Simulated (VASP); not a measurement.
Here is a VASP 6.6.1 calculation.

INCAR

```
SYSTEM = Pt
ALGO = Fast
EDIFF = 1E-6
ENCUT = 520
ISIF = 2
ISMEAR = 0
LASPH = .True.
LCHARG = .False.
LREAL = .False.
LWAVE = .False.
NBANDS = 11
NELM = 60
PREC = Accurate
SIGMA = 0.15
```

KPOINTS

```
k-points
0
Gamma
  20 20 20
  0 0 0
```

File POSCAR:

```
Pt
1.0
    0.0000000000      1.9468328700      1.9809024452
    1.7326812543      0.0000000000      1.9809024452
    1.7326812543      1.9468328700      0.0000000000
Pt
1
Direct
    0.0000000000      0.0000000000      0.0000000000
```

Potentials or basis: VASP PAW LDA potentials, release 64 (Pt).

Command:

```bash
$ cat potpaw_LDA.64/Pt/POTCAR > POTCAR
$ mpirun -np 1 vasp_std > vasp.out
```

(1) Predict the pressure.

(2) Estimate the band gap on the k mesh.

Results:

(1) 42.1 GPa.

(2) zero (bands 5 and 6 overlap by 3.39 eV).

Caveat: the cell differs from its parent crystal (normal strain along x -0.1100, normal strain along z +0.0175); the stress differs along the axes, from 36 to 49 GPa; spin-orbit coupling is left out, which moves the levels of the heavy elements.
